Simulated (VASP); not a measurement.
Write the native input for VASP 6.6.1 that does the following.

```
Task                   : relaxation of cell and atoms
Functional             : LDA
Potentials or basis    : VASP PAW LDA potentials, release 64 (Mg)
Cutoff                 : 600 eV
k mesh                 : 16 × 16 × 16
Occupations            : fermi-dirac, width 0.15 eV
Spin                   : no spin polarisation
Dipole correction      : no
Further INCAR settings : ALGO = Fast; EDIFF = 1e-06; IBRION = 2; EDIFFG = -0.001; NSW = 80; ISIF = 3
```

The structure of Mg lies in POSCAR:

```
Mg
1.0
   -1.8241270502      1.8241270502      1.7281581526
    1.8241270502     -1.8241270502      1.7281581526
    1.8241270502      1.8241270502     -1.7281581526
Mg
1
Direct
    0.0000000000      0.0000000000      0.0000000000
```

These files were run (other wordings do the same):

INCAR

```
  ALGO = Fast
  EDIFF = 1E-6
  EDIFFG = -0.001
  ENCUT = 600
  GGA = CA
  IBRION = 2
  ISIF = 3
  ISMEAR = -1
  LASPH = T
  LCHARG = F
  LREAL = F
  LWAVE = F
  NELM = 100
  NSW = 80
  PREC = Accurate
  SIGMA = 0.15
```

KPOINTS

```
k-points
0
Gamma
  16 16 16
```

Potentials or basis: VASP PAW LDA potentials, release 64 (Mg).

Launch:

```sh
$ cat potpaw_LDA.64/Mg/POTCAR > POTCAR
$ mpirun -np 1 vasp_std > vasp.out
```

It gave:

```yaml
Relaxed_volume: 21.45 Å³/atom
Relaxed_cell: a = 3.032 Å, b = 3.032 Å, c = 3.032 Å, α = 109.54°, β = 109.54°, γ = 109.34°
Space_group_after_relaxing_to_0.1_Å: Im-3m (No. 229)
Energy_gained_by_relaxing: 12.1 meV/atom
Ionic_steps: 20
Pressure_after_relaxing: 0.0 GPa
Band_gap_on_the_k_mesh: zero (bands 1 and 2 overlap by 4.92 eV)
```

Wall time 2.4 min on 1 thread of Intel(R) Xeon(R) Platinum 8488C (Sapphire Rapids) (shared host), peak memory 0.2 GiB.
